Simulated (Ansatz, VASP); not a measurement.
**Eu: VASP beside Ansatz**

INCAR

```
SYSTEM = Eu
PREC = Accurate ; ENCUT = 520
EDIFF = 1E-6 ; ISMEAR = -1
SIGMA = 0.1 ; LREAL = .False.
LASPH = .True. ; NELM = 150
ALGO = Normal ; ISIF = 2
LWAVE = .False. ; LCHARG = .False.
ISPIN = 2 ; MAGMOM = 9.1
LORBIT = 11 ; LMAXMIX = 6
GGA = CA ; NBANDS = 18
```

KPOINTS

```
regular mesh
0
Gamma
  9 9 9
  0 0 0
```

File POSCAR:

```
Eu
1.0
    3.9446700000      0.0000000000      0.0000000000
    1.9723350000      3.4161844295      0.0000000000
    1.9723350000      1.1387281432      3.2208095679
Eu
1
Direct
    0.0000000000      0.0000000000      0.0000000000
```

Input for Ansatz:

```yaml
crystal:
  lattice:
    - [3.94467, 0.0, 0.0]
    - [1.9723350000000004, 3.4161844295463615, 0.0]
    - [1.9723350000000004, 1.1387281431821206, 3.2208095678881725]
  atoms:
    - { symbol: Eu, position: [0.0, 0.0, 0.0] }
basis:
  ecutwfc: 421.77648681281397
kpoints:
  mp_grid:
    grid: [9, 9, 9]
hamiltonian:
  xc: lda
magnetization:
  spin_polarized: true
  per_species:
    Eu: 9.1
scf:
  occupations:
    method: fermi_dirac
    width: 0.1
```

Alike in both runs: task single point; functional LDA; k mesh 9 × 9 × 9; occupations fermi-dirac, width 0.1 eV; collinear spin.

|  | VASP | Ansatz |
| --- | --- | --- |
| version | VASP 6.6.1 | Ansatz 0.2.0 |
| potentials or method | VASP PAW PBE potentials, release 64 (Eu), cutoff 520 eV | plane waves, PAW |
| valence electrons in the cell | 17 | 17 |

|  | VASP | Ansatz | Ansatz less VASP |
| --- | --- | --- | --- |
| net moment per atom (μB) | 7.32 | 7.37 | +0.048 |
| size of the moment on the site where the two differ most (μB) | 6.70 | 7.11 | +0.411 |

VASP's potentials were made for PBE, not for LDA. LDA's correlation is that of Perdew and Zunger in VASP and of Perdew and Wang (1992) in Ansatz. Site moments also hang on the region over which each program counts them. Ansatz's warnings: given moment on shells.

Spin-orbit coupling is off throughout.
